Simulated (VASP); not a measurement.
Write the native input for VASP 6.6.1 that does the following.

* Task: single point
* Functional: SVWN5
* Potentials or basis: VASP PAW PBE potentials, release 64 (Al, N_h)
* Cutoff: 1330 eV
* k mesh: 10 × 10 × 6
* Occupations: fermi-dirac, width 0.05 eV
* Spin: no spin polarisation
* Dipole correction: no
* Further INCAR settings: ALGO = Normal; EDIFF = 1e-06; NBANDS = 16

The structure of AlN lies in POSCAR:

```
AlN
1.0
    3.0709272750      0.0000000000      0.0000000000
   -1.5354636375      2.6595010333      0.0000000000
    0.0000000000      0.0000000000      4.9136809369
Al N
2 2
Direct
    0.6666666667      0.3333333333      0.5000000000
    0.3333333333      0.6666666667      0.0000000000
    0.6666666667      0.3333333333      0.8800000000
    0.3333333333      0.6666666667      0.3800000000
```

The input as run:

INCAR

```
PREC = Accurate
ENCUT = 1330
EDIFF = 1E-6
ISMEAR = -1
SIGMA = 0.05
LREAL = F
LASPH = T
NELM = 120
ALGO = Normal
ISIF = 2
LWAVE = F
LCHARG = F
GGA = VW
NBANDS = 16
GGA_COMPAT = F
```

KPOINTS

```
Automatic mesh
0
Gamma
  10 10 6
```

Potentials or basis: VASP PAW PBE potentials, release 64 (Al, N_h).

Launch:

```console
$ cat potpaw_PBE.64/Al/POTCAR potpaw_PBE.64/N_h/POTCAR > POTCAR
$ mpirun -np 1 vasp_std > vasp.out
```

It gave:

| Property | Result |
| --- | --- |
| Pressure | 4.8 GPa |
| Largest force | 0.153 eV/Å |
| Band gap on the k mesh | 4.61 eV |

Caveat: the cell stands under pressure; the PAW data sets were made with another functional, which shifts forces and pressure a little.

Wall time 86 s on 1 thread of AMD EPYC 9R45 96-Core Processor (Zen 5), with other jobs on the host, peak memory 0.28 GiB.
